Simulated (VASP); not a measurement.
## AgB2: density of states with PBEsol

The system is AgB2.

```
B Ag
1.0
     3.10759    0.05083   -0.02176
    -1.50977    2.66922    0.02366
    -0.02350    0.01594    3.27163
B Ag
2 1
Direct
  0.32816 0.65959 0.49378
  0.67181 0.32192 0.49930
  0.00291 0.00192 0.99939
```

```yaml
Program: VASP 6.6.1
Task: density of states
Functional: PBEsol
Potentials_or_basis: VASP PAW PBE potentials, release 64 (B, Ag)
Cutoff: 520 eV
k_mesh: 7 × 7 × 6, shifted
Occupations: fermi-dirac, width 0.1 eV
Spin: no spin polarisation
Dipole_correction: no
k_mesh_for_the_DOS: 11 × 11 × 9
Occupations_for_the_DOS: tetrahedron
Further_INCAR_settings: ALGO = Normal; EDIFF = 1e-07; NBANDS = 16
```

```json
{
 "Valence electrons inside the program's atomic spheres": "B 1.89; Ag 10.10"
}
```

Levels at points of the mesh, in eV from the Fermi level:
```
           k point  band 7  band 8  band 9  band 10  band 11  band 12
(0.00, 0.00, 0.00)   -2.66    0.74    1.24     4.95     5.24     5.51
```

Run time: 3.3 min on 1 thread of Intel Xeon 8259CL, with other jobs on the host, peak memory 0.33 GiB.
